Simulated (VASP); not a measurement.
# Rh (Fm-3m) in VASP: a series of runs

Runs on Rh. Level: PBEsol. Tasks: single point.

Program: VASP 6.6.1. These are calculated values, not measurements. Logs are shortened: lines on timing, memory, paths and dates and some standing lists are left out, and cuts for length are marked.

**1. The cell of the first run**

The structure is cubic, space group Fm-3m (No. 225). Conventional cell: a = 3.781 Å, b = 3.781 Å, c = 3.781 Å, α = 90.00°, β = 90.00°, γ = 90.00°. Within 3.5 Å of Rh (site symmetry m-3m) lie 12 Rh at 2.67 Å.

**2. Single point, PBEsol**

The input, INCAR:

```
SYSTEM = Rh
PREC     = Accurate       ! precision mode
ENCUT    = 520            ! plane-wave cutoff, eV
EDIFF    = 1E-6           ! SCF threshold, eV
ISMEAR   = -1             ! smearing method
SIGMA    = 0.08           ! smearing width, eV
LREAL    = .False.        ! projectors in reciprocal space
LASPH    = .True.         ! aspherical terms in the spheres
NELM     = 100            ! most SCF steps
ALGO     = Normal         ! electronic algorithm
ISIF     = 2              ! what is computed and relaxed
LWAVE    = .False.        ! write WAVECAR
LCHARG   = .True.         ! write CHGCAR
GGA      = PS             ! functional
LELF     = .True.         ! ELF
LVHAR    = .True.       
NBANDS   = 22             ! bands
```

The input, KPOINTS:

```
regular mesh
0
Gamma
  14 10 14
  0 0 0
```

The input, POSCAR:

```
Rh
1.0
   -1.8904381982      1.8904381982      0.0000000000
    0.0000000000      0.0000000000      3.7808763964
    1.8904381982      1.8904381982      0.0000000000
Rh
2
Direct
    0.0000000000      0.0000000000      0.0000000000
    0.5000000000      0.5000000000      0.5000000000
```

Potentials or basis: VASP PAW PBE potentials, release 64 (Rh_pv).

On the command line:

```console
cat potpaw_PBE.64/Rh_pv/POTCAR > POTCAR
mpirun -np 1 vasp_std > vasp.out
```

OUTCAR:

```text
SYSTEM = Rh
   PREC = Accurate
   ENCUT = 520
   EDIFF = 1E-6
   ISMEAR = -1
   LREAL = .False.
   LASPH = .True.
   NELM = 100
   ISIF = 2
   GGA = PS

 ion  position               nearest neighbor table
   1  0.000  0.000  0.000-   2 2.67   2 2.67   2 2.67   2 2.67   2 2.67   2 2.67   2 2.67   2 2.67

   2  0.500  0.500  0.500-   1 2.67   1 2.67   1 2.67   1 2.67   1 2.67   1 2.67   1 2.67   1 2.67

  LATTYP: Found a simple tetragonal cell.
 ALAT       =     2.6734833387
 C/A-ratio  =     1.4142135624

  Lattice vectors:

 A1 = (   1.8904381982,  -1.8904381982,   0.0000000000)
 A2 = (   1.8904381982,   1.8904381982,   0.0000000000)
 A3 = (   0.0000000000,   0.0000000000,   3.7808763964)

Analysis of symmetry for initial positions (statically):
=====================================================================
 Subroutine PRICEL returns following result:

  LATTYP: Found a face centered cubic cell.
 ALAT       =     3.7808763964

  Lattice vectors:

 A1 = (   1.8904381982,   0.0000000000,   1.8904381982)
 A2 = (   1.8904381982,   1.8904381982,   0.0000000000)
 A3 = (   0.0000000000,   1.8904381982,   1.8904381982)

   2 primitive cells build up your supercell.

 Routine SETGRP: Setting up the symmetry group for a
 simple tetragonal supercell.

 Subroutine GETGRP returns: Found 16 space group operations
 (whereof 16 operations were pure point group operations)
 out of a pool of 16 trial point group operations.

The static configuration has the point symmetry D_4h.

Analysis of symmetry for dynamics (positions and initial velocities):
=====================================================================
 Subroutine PRICEL returns following result:

  LATTYP: Found a face centered cubic cell.
 ALAT       =     3.7808763964

  Lattice vectors:

 A1 = (   1.8904381982,   0.0000000000,   1.8904381982)
 A2 = (   1.8904381982,   1.8904381982,   0.0000000000)
 A3 = (   0.0000000000,   1.8904381982,   1.8904381982)

   2 primitive cells build up your supercell.

 Routine SETGRP: Setting up the symmetry group for a
 simple tetragonal supercell.

 Subroutine GETGRP returns: Found 16 space group operations
 (whereof 16 operations were pure point group operations)
 out of a pool of 16 trial point group operations.

The dynamic configuration has the point symmetry D_4h.

 Subroutine INISYM returns: Found 16 space group operations
 (whereof 16 operations are pure point group operations),
 and found     2 'primitive' translations

----------------------------------------------------------------------------------------

                                     Primitive cell

  volume of cell :      13.5119

  direct lattice vectors                    reciprocal lattice vectors
     1.890438198  0.000000000  1.890438198     0.264488943 -0.264488943  0.264488943
     1.890438198  1.890438198  0.000000000     0.264488943  0.264488943 -0.264488943
     0.000000000  1.890438198  1.890438198    -0.264488943  0.264488943  0.264488943

  length of vectors
     2.673483339  2.673483339  2.673483339     0.458108287  0.458108287  0.458108287

  position of ions in fractional coordinates (direct lattice)
     0.000000000  0.000000000  0.000000000

  ion indices of the primitive-cell ions
   primitive index   ion index
                 1           1

----------------------------------------------------------------------------------------

 KPOINTS: regular mesh

Automatic generation of k-mesh.
 Grid dimensions read from file:
 generate k-points for:   14   10   14

 Generating k-lattice:

  Cartesian coordinates                     Fractional coordinates (reciprocal lattice)
    -0.018892067  0.018892067  0.000000000     0.071428571  0.000000000  0.000000000
     0.000000000  0.000000000  0.026448894     0.000000000  0.100000000  0.000000000
     0.018892067  0.018892067  0.000000000     0.000000000  0.000000000  0.071428571

  Length of vectors
     0.026717418  0.026448894  0.026717418

  Shift w.r.t. Gamma in fractional coordinates (k-lattice)
     0.000000000  0.000000000  0.000000000

 Subroutine IBZKPT returns following result:
 ===========================================

 Found    216 irreducible k-points:

 Following reciprocal coordinates:
            Coordinates               Weight
  0.000000  0.000000  0.000000      1.000000
  0.071429  0.000000  0.000000      4.000000
  0.142857  0.000000  0.000000      4.000000
  0.214286  0.000000  0.000000      4.000000
  0.285714  0.000000  0.000000      4.000000
  0.357143  0.000000  0.000000      4.000000
[... 16 lines left out ...]
  0.428571  0.200000  0.000000      8.000000
  0.500000  0.200000  0.000000      4.000000
 [... further k-points ...]
   k-points           NKPTS =    216   k-points in BZ     NKDIM =    216   number of bands    NBANDS=     22
   number of dos      NEDOS =    301   number of ions     NIONS =      2
   total plane-waves  NPLWV =  11200
   dimension x,y,z NGX =    20 NGY =   28 NGZ =   20
   dimension x,y,z NGXF=    40 NGYF=   56 NGZF=   40
   ions per type =               2
   NGX,Y,Z   is equivalent  to a cutoff of  12.44, 12.31, 12.44 a.u.
   NGXF,Y,Z  is equivalent  to a cutoff of  24.87, 24.62, 24.87 a.u.
 SYSTEM =  Rh
   PREC   = accura    normal or accurate (medium, high low for compatibility)
   ISTART =      0    job   : 0-new  1-cont  2-samecut
   ICHARG =      2    charge: 1-file 2-atom 10-const
   ISPIN  =      1    spin polarized calculation?
   LNONCOLLINEAR =      F non collinear calculations
   LSORBIT =      F    spin-orbit coupling
   LASPH  =      T    aspherical Exc in radial PAW
   ENCUT  =  520.0 eV  38.22 Ry    6.18 a.u.   4.97  7.03  4.97*2*pi/ulx,y,z
   NELM   =    100;   NELMIN=  2; NELMDL= -5     # of ELM steps
   EDIFF  = 0.1E-05   stopping-criterion for ELM
   LREAL  =      F    real-space projection
   EDIFFG = 0.1E-04   stopping-criterion for IOM
   NSW    =      0    number of steps for IOM
   IBRION =     -1    ionic relax: 0-MD 1-quasi-New 2-CG
   NFREE  =      0    steps in history (QN), initial steepest desc. (CG)
   ISIF   =      2    stress and relaxation
   ISYM   =      2    0-nonsym 1-usesym 2-fastsym
   POTIM  = 0.5000    time-step for ionic-motion
   TEBEG  =    0.0;   TEEND  =   0.0 temperature during run
   PSTRESS=    0.0 pullay stress
   NELECT =      30.0000    total number of electrons
   NUPDOWN=      -1.0000    fix difference up-down
   EMIN   =  10.00;   EMAX   =-10.00  energy-range for DOS
   EFERMI =   0.00;   METHOD = LEGACY
   ISMEAR =    -1;   SIGMA  =   0.08  broadening in eV -4-tet -1-fermi 0-gaus
   EFERMI_NEDOS =   21; number of points for ismear=-14 and -15
   IALGO  =     38    algorithm
   IMIX   =      4    mixing-type and parameters
     AMIX     =   0.40;   BMIX     =  1.00
     AMIX_MAG =   1.60;   BMIX_MAG =  1.00
  volume/ion in A,a.u.               =      13.51        91.18
  Fermi-wavevector in a.u.,A,eV,Ry     =   1.695116  3.203305 39.095231  2.873418
  Thomas-Fermi vector in A             =   2.776218
   LORBIT       =      0    0 simple, 1 ext, 2 COOP (PROOUT), +10 PAW based schemes
   GGA     = PS    functional components
   LHFCALC =     F    Hartree Fock is set to
   AEXX    =    0.0000 exact exchange contribution
   IVDW    =     0    specifies the selected vdW correction
   LEPSILON=     F    determine dielectric tensor
   LRPA    =     F    only Hartree local field effects (RPA)
 non-spin polarized calculation
  energy-cutoff  :      520.00
  volume of cell :       27.02
 maximum number of plane-waves:       760
 NGX is ok and might be reduce to    20
   NGX =  9   NGY = 15   NGZ =  9

 number of electron      30.0000004 magnetization

 Free energy of the ion-electron system (eV)
  ---------------------------------------------------
  ext. energy  EPLUGINS =         0.00000000
  ---------------------------------------------------
  free energy    TOTEN  =       -16.30129474 eV

  energy without entropy =      -16.24796384  energy(sigma->0) =      -16.27462929

 E-fermi :  12.0654     XC(G=0): -14.3303

 val. band max:       12.0644752964   @ k =   0.0000   0.4000   0.0000
 cond. band min:      12.0659583587   @ k =   0.3571   0.4000   0.3571
 fundamental gap:      0.0014830623
 Fermi energy:        12.0653934659

 k-point     1 :       0.0000    0.0000    0.0000
  band No.  band energies     occupation
      1     -35.0229      2.00000
      2     -34.5721      2.00000
      3     -34.5721      2.00000
      4     -34.2871      2.00000
      5     -34.2855      2.00000
      6     -34.2855      2.00000
[... 14 lines left out ...]
     21      25.4105      0.00000
     22      27.9966      0.00000

 k-point     2 :       0.0714    0.0000    0.0000
  band No.  band energies     occupation
      1     -35.0120      2.00000
      2     -34.5895      2.00000
      3     -34.5668      2.00000
      4     -34.3105      2.00000
      5     -34.2944      2.00000
      6     -34.2873      2.00000
[... 14 lines left out ...]
     21      25.7174      0.00000
     22      28.2048      0.00000

 k-point     3 :       0.1429    0.0000    0.0000
  band No.  band energies     occupation
      1     -34.9799      2.00000
      2     -34.6375      2.00000
      3     -34.5514      2.00000
      4     -34.3809      2.00000
      5     -34.3163      2.00000
      6     -34.2930      2.00000
[... 14 lines left out ...]
     21      26.5855      0.00000
     22      28.7701      0.00000

 k-point     4 :       0.2143    0.0000    0.0000
  band No.  band energies     occupation
      1     -34.9289      2.00000
      2     -34.7048      2.00000
      3     -34.5274      2.00000
      4     -34.4834      2.00000
      5     -34.3525      2.00000
      6     -34.3030      2.00000
[... 14 lines left out ...]
     21      27.8958      0.00000
     22      29.4928      0.00000

 k-point     5 :       0.2857    0.0000    0.0000
  band No.  band energies     occupation
      1     -34.8625      2.00000
      2     -34.7750      2.00000
      3     -34.5997      2.00000
      4     -34.4970      2.00000
      5     -34.4024      2.00000
      6     -34.3179      2.00000
[... 14 lines left out ...]
     21      28.8636      0.00000
     22      29.5235      0.00000

 k-point     6 :       0.3571    0.0000    0.0000
  band No.  band energies     occupation
      1     -34.8312      2.00000
      2     -34.7853      2.00000
      3     -34.7099      2.00000
      4     -34.4648      2.00000
      5     -34.4629      2.00000
      6     -34.3381      2.00000
[... 14 lines left out ...]
     21      27.7136      0.00000
     22      29.3616      0.00000

 k-point     7 :       0.4286    0.0000    0.0000
  band No.  band energies     occupation
      1     -34.8587      2.00000
      2     -34.7967      2.00000
      3     -34.7021      2.00000
      4     -34.5376      2.00000
      5     -34.4276      2.00000
      6     -34.3636      2.00000
[... 324 lines left out ...]
      6     -34.3246      2.00000
[... 14 lines left out ...]
     21      28.4613      0.00000
     22      28.6488      0.00000

 k-point    21 :       0.2857    0.2000    0.0000
  band No.  band energies     occupation
      1     -34.9376      2.00000
      2     -34.7026      2.00000
      3     -34.6405      2.00000
      4     -34.4800      2.00000
      5     -34.3613      2.00000
      6     -34.3350      2.00000
[... 14 lines left out ...]
     21      27.0736      0.00000
     22      29.6803      0.00000

 k-point    22 :       0.3571    0.2000    0.0000
  band No.  band energies     occupation
      1     -34.9573      2.00000
      2     -34.8121      2.00000
      3     -34.6169      2.00000
      4     -34.4509      2.00000
      5     -34.4047      2.00000
      6     -34.3499      2.00000
[... 14 lines left out ...]
     21      27.3209      0.00000
     22      29.3091      0.00000

 k-point    23 :       0.4286    0.2000    0.0000
  band No.  band energies     occupation
      1     -34.9682      2.00000
      2     -34.8984      2.00000
      3     -34.5701      2.00000
      4     -34.4567      2.00000
      5     -34.4214      2.00000
      6     -34.3696      2.00000
[... 14 lines left out ...]
     21      27.8647      0.00000
     22      28.8474      0.00000

 k-point    24 :       0.5000    0.2000    0.0000
  band No.  band energies     occupation
      1     -34.9512      2.00000
      2     -34.9512      2.00000
      3     -34.5137      2.00000
      4     -34.5137      2.00000
      5     -34.3937      2.00000
      6     -34.3937      2.00000
[... 14 lines left out ...]
     21      28.4126      0.00000
     22      28.4126      0.00000

 [... further k-points ...]

------------------------ aborting loop because EDIFF is reached ----------------------------------------

  FORCE on cell =-STRESS in cart. coord.  units (eV):
  Direction    XX          YY          ZZ          XY          YZ          ZX
  --------------------------------------------------------------------------------------
  -------------------------------------------------------------------------------------
  Total       -0.0107011     -0.0107011     -0.0171250      0.0000000     -0.0000000      0.0000000
  in kB       -0.6344443     -0.6344443     -1.0153003      0.0000000     -0.0000000      0.0000000
  external PRESSURE =      -0.7613963 kB  Pullay stress =       0.0000000 kB

 VOLUME and BASIS-vectors are now :
 -----------------------------------------------------------------------------
  energy-cutoff  :      520.00
  volume of cell :       27.02
      direct lattice vectors                 reciprocal lattice vectors
    -1.890438198  1.890438198  0.000000000    -0.264488943  0.264488943  0.000000000
     0.000000000  0.000000000  3.780876396     0.000000000  0.000000000  0.264488943
     1.890438198  1.890438198  0.000000000     0.264488943  0.264488943  0.000000000

 POSITION                                       TOTAL-FORCE (eV/Angst)
 -----------------------------------------------------------------------------------
      0.00000      0.00000      0.00000        -0.000000      0.000000      0.000000
      0.00000      1.89044      1.89044         0.000000     -0.000000     -0.000000
 -----------------------------------------------------------------------------------
    total drift:                               -0.000000     -0.000000      0.000000

  FREE ENERGIE OF THE ION-ELECTRON SYSTEM (eV)
  ---------------------------------------------------
  free  energy   TOTEN  =       -16.3012947421 eV

  energy  without entropy=      -16.2479638419  energy(sigma->0) =      -16.27462929
```

Run time: 47 s. Hardware: 1 thread of Intel Xeon Platinum 8488C (Sapphire Rapids), shared host; peak memory 0.21 GiB.

Results:

* Free energy: -16.3013 eV
* Pressure: -0.1 GPa
* Band gap on the k mesh: zero (bands 15 and 16 overlap by 2.54 eV)

Caveat: the PAW data sets were made with another functional, which shifts forces and pressure a little.

**3. Single point, PBEsol**

The input, INCAR:

```
PREC = Accurate
ENCUT = 520
EDIFF = 1E-6
ISMEAR = -1
SIGMA = 0.08
LREAL = F
LASPH = T
NELM = 80
ALGO = Normal
ISIF = 2
LWAVE = F
LCHARG = F
GGA = PS
NBANDS = 22
```

The input, KPOINTS:

```
Automatic mesh
0
Gamma
  14 10 14
```

POSCAR is that of step 2.

Potentials or basis: VASP PAW PBE potentials, release 64 (Rh_pv).

On the command line:

```console
cat potpaw_PBE.64/Rh_pv/POTCAR > POTCAR
mpirun -np 1 vasp_std > vasp.out
```

Wall time 45 s (1 thread of Intel Xeon Platinum 8488C (Sapphire Rapids), shared host); peak memory 0.21 GiB.

It converged, with:

* Free energy: -16.3013 eV
* Pressure: -0.1 GPa
* Band gap on the k mesh: zero (bands 15 and 16 overlap by 2.54 eV)

Levels at points of the mesh, in eV from the Fermi level:
```tsv
k point	band 12	band 13	band 14	band 15	band 16	band 17	band 18	band 19
(0.00, 0.00, 0.00)	-3.17	-1.00	-1.00	0.59	1.04	1.04	3.21	12.46
(0.50, 0.00, 0.00)	-3.57	-1.94	-1.94	-1.12	-1.12	3.12	3.12	13.42
(0.00, 0.50, 0.00)	-1.99	-1.50	-1.50	-1.50	-1.50	-0.25	-0.25	18.46
(0.50, 0.50, 0.00)	-3.24	0.61	0.61	0.61	0.61	0.64	0.64	8.78
(0.50, 0.00, 0.50)	0.59	1.04	1.04	1.04	1.04	3.21	3.21	12.46
(0.50, 0.50, 0.50)	-3.92	-1.23	-1.23	1.04	1.04	9.71	9.71	9.71
```

Caveat: the PAW data sets were made with another functional, which shifts forces and pressure a little.
